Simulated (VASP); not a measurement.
# NaCl (Fm-3m) in VASP: further runs, part 2 of 2

VASP 6.6.1. Earlier steps stand in the parts before.

### Step 4. Relaxation of cell and atoms, PBE, target pressure 6.66 GPa, at which the enthalpy is minimised

This run uses another cell than the first one, of 22.19 Å³/atom, 1.153 times its volume.

The input, INCAR:

```
SYSTEM = NaCl
PREC     = Accurate       ! precision mode
ENCUT    = 600            ! plane-wave cutoff, eV
EDIFF    = 1E-6           ! SCF threshold, eV
ISMEAR   = 0              ! smearing method
SIGMA    = 0.1            ! smearing width, eV
LREAL    = .FALSE.        ! projectors in reciprocal space
LASPH    = .TRUE.         ! aspherical terms in the spheres
NELM     = 100            ! most SCF steps
ALGO     = Normal         ! electronic algorithm
ISIF     = 3              ! what is computed and relaxed
LWAVE    = .FALSE.        ! write WAVECAR
LCHARG   = .FALSE.        ! write CHGCAR
GGA      = PE             ! functional
IBRION   = 2              ! ionic algorithm
NSW      = 80             ! ionic steps
EDIFFG   = -0.05          ! ionic threshold
PSTRESS  = 66.6
```

The input, KPOINTS:

```
Automatic mesh
0
G
  6 6 6
  0 0 0
```

The input, POSCAR:

```
NaCl
1.0
    0.0000000000      2.8100000000      2.8100000000
    2.8100000000      0.0000000000      2.8100000000
    2.8100000000      2.8100000000      0.0000000000
Na Cl
1 1
Direct
    0.0000000000      0.0000000000      0.0000000000
    0.5000000000      0.5000000000      0.5000000000
```

Potentials or basis: VASP PAW PBE potentials, release 64 (Na_pv, Cl).

Command:

```bash
$ cat potpaw_PBE.64/Na_pv/POTCAR potpaw_PBE.64/Cl/POTCAR > POTCAR
$ mpirun -np 1 vasp_std > vasp.out
```

OUTCAR:

```text
SYSTEM = NaCl
   PREC = Accurate
   ENCUT = 600
   EDIFF = 1E-6
   ISMEAR = 0
   LREAL = .FALSE.
   LASPH = .TRUE.
   NELM = 100
   ISIF = 3
   GGA = PE
   IBRION = 2
   NSW = 80
   EDIFFG = -0.05
   PSTRESS = 66.6

 ion  position               nearest neighbor table
   1  0.000  0.000  0.000-
   2  0.500  0.500  0.500-

  LATTYP: Found a face centered cubic cell.
 ALAT       =     5.6200000000

  Lattice vectors:

 A1 = (   0.0000000000,   2.8100000000,   2.8100000000)
 A2 = (   2.8100000000,   0.0000000000,   2.8100000000)
 A3 = (   2.8100000000,   2.8100000000,   0.0000000000)

Analysis of symmetry for initial positions (statically):
=====================================================================
 Subroutine PRICEL returns:
 Original cell was already a primitive cell.

 Routine SETGRP: Setting up the symmetry group for a
 face centered cubic supercell.

 Subroutine GETGRP returns: Found 48 space group operations
[... 169 lines left out ...]
      2     -21.4677      2.00000
      3     -21.4677      2.00000
      4     -13.3524      2.00000
      5      -0.6700      2.00000
      6      -0.6700      2.00000
      7      -0.6700      2.00000
      8       4.4788      0.00000
      9      10.4617      0.00000
     10      10.4617      0.00000
     11      10.4617      0.00000
[... 283 lines left out ...]
--------------------------------------- Ionic step        3  -------------------------------------------

 number of electron      14.0000006 magnetization

 Free energy of the ion-electron system (eV)
  ---------------------------------------------------
  ext. energy  EPLUGINS =         0.00000000
  ---------------------------------------------------
  free energy    TOTEN  =        -6.64524197 eV

  energy without entropy =       -6.64524197  energy(sigma->0) =       -6.64524197

 E-fermi :   0.7803     XC(G=0):  -8.8362

 val. band max:        0.2470267657   @ k =   0.0000   0.0000   0.0000
 cond. band min:       6.0108369634   @ k =   0.0000   0.0000   0.0000
 fundamental gap:      5.7638101977
 Fermi energy:         0.7802563409

 k-point     1 :       0.0000    0.0000    0.0000
  band No.  band energies     occupation
      1     -20.3268      2.00000
      2     -20.3268      2.00000
      3     -20.3268      2.00000
      4     -12.8095      2.00000
      5       0.2470      2.00000
      6       0.2470      2.00000
      7       0.2470      2.00000
      8       6.0108      0.00000
      9      11.4843      0.00000
     10      11.4843      0.00000
     11      11.4843      0.00000
[... 241 lines left out ...]
  energy  without entropy=       -6.6452419740  energy(sigma->0) =       -6.64524197

  enthalpy is  TOTEN    =        -5.0437826685 eV   P V=        1.6014593056

 reached required accuracy - stopping structural energy minimisation
```

OSZICAR:

```text
N       E                     dE             d eps       ncg     rms          rms(c)
DAV:   1     0.102127419950E+03    0.10213E+03   -0.81413E+03   352   0.144E+03
DAV:   2     0.194100531081E+01   -0.10019E+03   -0.91878E+02   410   0.298E+02
DAV:   3    -0.677195793478E+01   -0.87130E+01   -0.86621E+01   427   0.857E+01
[... 23 lines left out ...]
DAV:   2    -0.665570275259E+01    0.49135E-01   -0.74854E-02   388   0.326E+00    0.668E-01
DAV:   3    -0.664611557379E+01    0.95872E-02   -0.22729E-02   397   0.180E+00    0.334E-01
DAV:   4    -0.664526115374E+01    0.85442E-03   -0.66806E-04   520   0.310E-01    0.275E-02
DAV:   5    -0.664524159616E+01    0.19558E-04   -0.87121E-05   358   0.709E-02    0.164E-02
DAV:   6    -0.664524197405E+01   -0.37789E-06   -0.37291E-06   412   0.319E-02
   3 F= -.50437827E+01 E0= -.50437827E+01  d E =-.116166E+00
```

Run time: 14 s. Hardware: 1 thread of Intel Xeon Platinum 8559C (Emerald Rapids), shared host; peak memory 0.16 GiB.

What came out:

```yaml
Free_energy: -6.6452 eV
Relaxed_volume: 19.26 Å³/atom
Relaxed_cell: a = 3.791 Å, b = 3.791 Å, c = 3.791 Å, α = 60.00°, β = 60.00°, γ = 60.00°
Space_group_after_relaxing_to_0.05_Å: Fm-3m (No. 225)
Energy_change_on_relaxing_the_enthalpy_is_what_falls: +63.5 meV/atom
Ionic_steps: 3
Pressure_after_relaxing: 6.6 GPa
Band_gap_on_the_k_mesh: 5.76 eV, direct
```

The path:
| step | energy change (eV) | largest force (eV/Å) | pressure (GPa) | volume (Å³) |
| --- | --- | --- | --- | --- |
| 1 | 0.0000 | 0.0000 | 1.05 | 44.38 |
| 2 | 0.0885 | 0.0000 | 5.27 | 39.57 |
| 3 | 0.1270 | 0.0000 | 6.62 | 38.53 |

Final structure:
```xyz
2
Lattice="0.0000 2.6807 2.6807 2.6807 0.0000 2.6807 2.6807 2.6807 0.0000" Properties=species:S:1:pos:R:3 pbc="T T T"
Na    0.0000    0.0000    0.0000
Cl    2.6807    2.6807    2.6807
```

Levels at points of the mesh, in eV from the valence-band top:
```csv
k point,band 4,band 5,band 6,band 7,band 8,band 9,band 10,band 11
"(0.00, 0.00, 0.00)",-13.06,0.00,0.00,0.00,5.76,11.24,11.24,11.24
"(0.50, 0.00, 0.00)",-12.53,-2.43,-0.36,-0.36,7.53,11.32,11.32,11.93
"(0.50, 0.50, 0.00)",-12.48,-2.10,-0.76,-0.76,7.90,7.98,12.46,15.81
```

Caveat: the cell is relaxed towards a set pressure, so the enthalpy falls and the energy may rise. Expect the measured gap to be larger: semilocal functionals such as PBE lack the derivative discontinuity.

### Step 5. The runs side by side

```tsv
cell	gap on the mesh (eV)	pressure (GPa)
relaxed to 6.66 GPa from a = 3.790 Å, angles 60.0°, 2 atoms	5.77	6.6
relaxed to 12 GPa from a = 3.974 Å, angles 60.0°, 2 atoms	6.21	11.9
relaxed to 6.66 GPa from a = 3.974 Å, angles 60.0°, 2 atoms	5.76	6.6
```

Alike in all rows: task relaxation of cell and atoms; level PBE; potentials or basis VASP PAW PBE potentials, release 64 (Na_pv, Cl); no spin polarisation; k mesh 6 × 6 × 6; cutoff (eV) 600; smearing gaussian 0.1 eV.

Caveats: the cell is relaxed towards a set pressure, so the enthalpy falls and the energy may rise; the relaxation stopped at its first step, so nothing moved (some runs); the volume moved by over 15 % at a fixed basis, so the end points are rough (some runs).

Absolute energies hang on the potentials; compare differences alone.
